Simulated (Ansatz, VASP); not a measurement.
One calculation of Ga2O, two programs

```
Ga O
1.0
     3.05520    0.00000    0.00000
    -1.52760    2.64588    0.00000
     0.00000    0.00000   13.39749
Ga O
4 2
Direct
  0.00000 0.00000 0.40594
  0.00000 0.00000 0.59406
  0.66667 0.33333 0.09371
  0.33333 0.66667 0.90629
  0.66667 0.33333 0.34813
  0.33333 0.66667 0.65187
```

Alike in both runs: functional PBE; k mesh 12 × 12 × 4; occupations fermi-dirac, width 0.15 eV; no spin polarisation.

Ansatz relaxed the structure, and its values are those at the end. VASP's run is a single point on that final structure, the one shown.

|  | VASP | Ansatz |
| --- | --- | --- |
| version | VASP 6.6.1 | Ansatz 0.2.0 |
| potentials or method | VASP PAW PBE potentials, release 64 (Ga_d, O), cutoff 520 eV | scalar-relativistic, plane waves, PAW |
| valence electrons in the cell | 64 | 64 |

Ansatz gave:

* gap on the k mesh at the Fermi level (eV): none
* pressure (GPa): 0.0
* rms of the force components (eV/Å): 0.000

Problem. Which values does VASP return?

Solution. gap on the k mesh at the Fermi level (eV): none; pressure (GPa): 0.3; rms of the force components (eV/Å): 0.024.

A gap of «none» marks a metal or a gap that the smearing closes.
